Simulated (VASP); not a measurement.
A run of VASP 6.6.1 is set up as follows.

INCAR

```
  PREC = Accurate
  ENCUT = 520
  EDIFF = 1E-6
  ISMEAR = -1
  SIGMA = 0.05
  LREAL = F
  LASPH = T
  NELM = 80
  ALGO = Normal
  ISIF = 2
  LWAVE = F
  LCHARG = F
  GGA = PE
  NBANDS = 11
```

The input KPOINTS:

```
regular mesh
0
Gamma
  11 11 11
```

Contents of POSCAR:

```
MgO
1.0
    0.0000000000      2.1108892239      2.1108892239
    2.1108892239      0.0000000000      2.1108892239
    2.1108892239      2.1108892239      0.0000000000
Mg O
1 1
Direct
    0.0000000000      0.0000000000      0.0000000000
    0.5000000000      0.5000000000      0.5000000000
```

Potentials or basis: VASP PAW PBE potentials, release 64 (Mg, O).

Run with:

```console
$ cat potpaw_PBE.64/Mg/POTCAR potpaw_PBE.64/O/POTCAR > POTCAR
$ mpirun -np 1 vasp_std > vasp.out
```

Problem. Estimate the band gap on the k mesh.

Solution. 4.66 eV, direct.

Problem. What does it give for the pressure?

Solution. 2.8 GPa.

PBE gaps usually lie below the measured ones, often by a third to a half.
